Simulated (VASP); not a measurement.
Wanted: the native input for a VASP 6.6.1 run.

- Task: relaxation of cell and atoms
- Functional: PBE
- Potentials or basis: VASP PAW PBE potentials, release 64 (Sb, S)
- Cutoff: 600 eV
- k mesh: 6 × 6 × 6
- Occupations: gaussian, width 0.1 eV
- Spin: no spin polarisation
- Dipole correction: no
- Further INCAR settings: ALGO = Normal; EDIFF = 1e-07; IBRION = 2; EDIFFG = -0.04; NSW = 90; ISIF = 3

The structure of SbS2 lies in POSCAR:

```
SbS2
1.0
    1.9053286359      1.1000420008      5.7545798880
   -1.9053286359      1.1000420008      5.7545798880
    0.0000000000     -2.2000840017      5.7545798880
Sb S
1 2
Direct
    0.0000000000      0.0000000000      0.0000000000
    0.7500000000      0.7500000000      0.7500000000
    0.2500000000      0.2500000000      0.2500000000
```

One way to write it, as run:

INCAR

```
SYSTEM = SbS2
ALGO = Normal
EDIFF = 1E-7
EDIFFG = -0.04
ENCUT = 600
GGA = PE
IBRION = 2
ISIF = 3
ISMEAR = 0
LASPH = .True.
LCHARG = .False.
LREAL = .False.
LWAVE = .False.
NELM = 60
NSW = 90
PREC = Accurate
SIGMA = 0.1
```

KPOINTS

```
k-points
0
Gamma
  6 6 6
  0 0 0
```

Potentials or basis: VASP PAW PBE potentials, release 64 (Sb, S).

Command:

```bash
$ cat potpaw_PBE.64/Sb/POTCAR potpaw_PBE.64/S/POTCAR > POTCAR
$ mpirun -np 1 vasp_std > vasp.out
```

It gave:

* Relaxed volume: 25.16 Å³/atom
* Relaxed cell: a = 6.609 Å, b = 6.609 Å, c = 6.609 Å, α = 32.83°, β = 32.83°, γ = 32.83°
* Space group after relaxing (to 0.1 Å): R-3m (No. 166)
* Energy gained by relaxing: 32.3 meV/atom
* Ionic steps: 13
* Pressure after relaxing: 0.1 GPa
* Largest force after relaxing: 0.007 eV/Å
* Band gap on the k mesh: zero (an odd number of electrons rules out a gap without spin polarisation)

Caveat: spin-orbit coupling is left out, which moves the levels of the heavy elements; an odd number of electrons without spin polarisation forces a metal; a magnetic or distorted state may lie lower.

Run time: 24 min on 1 thread of Intel Xeon 8259CL, on a shared host, peak memory 0.38 GiB.
